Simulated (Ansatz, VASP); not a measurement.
**Pd in VASP and in Ansatz**

Contents of INCAR:

```
SYSTEM = Pd
PREC = Accurate ; ENCUT = 500
EDIFF = 1E-6 ; ISMEAR = -1
SIGMA = 0.05 ; LREAL = .False.
LASPH = .True. ; NELM = 200
ALGO = Normal ; ISIF = 2
LWAVE = .False. ; LCHARG = .False.
MAGMOM = 0 0 0 ; LORBIT = 11
LSORBIT = .True. ; GGA_COMPAT = .False.
LORBMOM = .True. ; LMAXMIX = 4
LDAU = .True. ; LDAUTYPE = 2
LDAUL = 2 ; LDAUU = 5.3
LDAUJ = 0 ; LDAUPRINT = 1
GGA = PE ; IVDW = 12
NBANDS = 21
```

File KPOINTS:

```
regular mesh
0
Gamma
  9 9 9
  0 0 0
```

POSCAR

```
Pd
1.0
    0.0000000000      1.9970809100      1.9970809100
    1.9970809100      0.0000000000      1.9970809100
    1.9970809100      1.9970809100      0.0000000000
Pd
1
Direct
    0.0000000000      0.0000000000      0.0000000000
```

The input input.yaml:

```yaml
crystal:
  lattice: { a: 3.99416182, b: 3.99416182, c: 3.99416182, alpha: 90.0, beta: 90.0, gamma: 90.0 }
  space_group: 225
  setting: { hermann_mauguin: Fm-3m }
  reduce_to_primitive: true
  atoms:
    - { symbol: Pd, position: [0.0, 0.0, 0.0] }
kpoints:
  mp_grid: { grid: [9, 9, 9] }
scf:
  occupations: { method: fermi_dirac, width: 0.05 }
hamiltonian:
  xc: pbe
  dispersion: d3bj
  pseudopotentials: { kind: all_electron, lapw: { basis_error: 0.001 } }
  hubbard:
    sites: [{ species: Pd, l: d, u_eff: 5.3 }]
    double_counting: fll
    projectors: ortho-atomic
magnetization:
  noncollinear: true
  spin_orbit: true
output:
  eigenvalues: true
  hubbard: {}
  optics:
    e_range: [0, 20]
    de: 0.1
    sigma: 0.1
    nscf_kmesh: { grid: [13, 13, 13] }
```

Change from the starting cell: volume scaled by 1.08.

Alike in both runs: functional PBE; dispersion D3(BJ); k mesh 9 × 9 × 9; occupations fermi-dirac, width 0.05 eV; non-collinear spin, spin-orbit coupling; Hubbard terms Pd d U = 5.3 eV.

|  | VASP | Ansatz |
| --- | --- | --- |
| version | VASP 6.6.1 | Ansatz 0.2.0 |
| potentials or method | VASP PAW PBE potentials, release 64 (Pd), cutoff 500 eV | all-electron LAPW, relativistic spinors |
| task | single point | optical spectrum |

```csv
,VASP,Ansatz,Ansatz less VASP
net moment per atom (μB),0.00,0.00,0.000
```

The programs project onto different local orbitals, so the same U acts differently, and such runs can settle in different states. Ansatz ran all-electron here, and VASP with PAW potentials.

Noted on Ansatz's run: U is the effective U less J, on atomic orbitals that reach past the spheres; the k mesh is thin for a metal, which can move the energy by tens of meV per atom.
